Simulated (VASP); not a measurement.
Here is a VASP 6.6.1 calculation.

The input INCAR:

```
ALGO = Normal
EDIFF = 1E-7
ENCUT = 520
GGA = PS
ISIF = 2
ISMEAR = -1
LASPH = True
LCHARG = False
LREAL = False
LWAVE = False
NBANDS = 15
NELM = 60
PREC = Accurate
SIGMA = 0.05
```

KPOINTS

```
k-points
0
Gamma
  9 9 9
```

The input POSCAR:

```
KF
1.0
    0.0000000000      2.4918266645      2.4918266645
    2.4918266645      0.0000000000      2.4918266645
    2.4918266645      2.4918266645      0.0000000000
K F
1 1
Direct
    0.0000000000      0.0000000000      0.0000000000
    0.5000000000      0.5000000000      0.5000000000
```

Potentials or basis: VASP PAW PBE potentials, release 64 (K_sv, F).

The run is started by

```console
$ cat potpaw_PBE.64/K_sv/POTCAR potpaw_PBE.64/F/POTCAR > POTCAR
$ mpirun -np 1 vasp_std > vasp.out
```

Question: Predict the band gap on the k mesh.

Answer: 7.19 eV, indirect (least direct gap 7.21 eV).

Question: What does it give for the pressure?

Answer: 10.3 GPa.

Caveat: the PAW data sets were made with another functional, which shifts forces and pressure a little. Expect the measured gap to be larger: semilocal functionals such as PBEsol lack the derivative discontinuity.
